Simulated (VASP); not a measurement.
Here is a VASP 6.6.1 calculation.

Contents of INCAR:

```
SYSTEM = TiSi16
  ALGO = Normal
  EDIFF = 1E-6
  ENCUT = 520
  GGA = PE
  ISIF = 2
  ISMEAR = 0
  LASPH = .True.
  LCHARG = .True.
  LELF = .True.
  LREAL = Auto
  LVHAR = .True.
  LWAVE = .False.
  NBANDS = 52
  NELM = 80
  PREC = Accurate
  SIGMA = 0.02
```

The input KPOINTS:

```
k-points
0
Gamma
  2 2 2
  0 0 0
```

Contents of POSCAR:

```
TiSi16
1.0
    0.0000000000      5.4300000000      5.4300000000
    5.4300000000      0.0000000000      5.4300000000
    5.4300000000      5.4300000000      0.0000000000
Si Ti
16 1
Direct
   -0.0000189223      0.0008491005      0.0004549201
    0.1249544268      0.1249858857      0.1252760634
   -0.0063798527     -0.0018026565      0.5101071316
    0.1235257073      0.1341708433      0.6266377544
   -0.0000118810      0.4987357904      0.0004159572
    0.1201203773      0.6294446615      0.1208513344
   -0.0025677473      0.5054547786      0.4917386233
    0.1233706889      0.6158964703      0.6266606765
    0.5097856741     -0.0017632197     -0.0061748252
    0.6261649477      0.1342448323      0.1239223814
    0.5009686891      0.0160725959      0.5014098926
    0.6317280400      0.1184968142      0.6319008063
    0.4910428771      0.5055168979     -0.0020092775
    0.6262215674      0.6158898370      0.1237281082
    0.5008252206      0.4820055067      0.5012036486
    0.6230809252      0.6267796892      0.6236309088
    0.3784286617      0.8715334726      0.3787474960
```

Potentials or basis: VASP PAW PBE potentials, release 64 (Si, Ti_sv).

Command:

```console
$ cat potpaw_PBE.64/Si/POTCAR potpaw_PBE.64/Ti_sv/POTCAR > POTCAR
$ mpirun -np 1 vasp_std > vasp.out
```

**Question.** Predict the pressure.

**Answer.** 4.1 GPa.

**Question.** Estimate the band gap on the k mesh.

**Answer.** Zero (band 38 reaches 6.98 eV, above the bottom of band 39 at 6.60 eV).

**Question.** Estimate the largest force.

**Answer.** 0.018 eV/Å.

Forces in eV/Å, atoms in the order of the input:
```
Si  -0.005  0.007 -0.006
Si  -0.008  0.004 -0.006
Si   0.008 -0.015 -0.005
Si   0.002  0.004 -0.004
Si   0.009  0.002  0.007
Si   0.004 -0.007  0.007
Si  -0.006 -0.004  0.007
Si  -0.001  0.001  0.000
Si  -0.001 -0.010  0.005
Si  -0.006  0.003  0.001
Si   0.003  0.006  0.004
Si  -0.003  0.010 -0.006
Si   0.007 -0.003 -0.006
Si   0.001  0.000  0.001
Si  -0.003  0.008 -0.003
Si   0.000  0.004 -0.001
Ti  -0.001 -0.011  0.005
```

Caveat: the k points lie up to 0.50 Å⁻¹ apart.
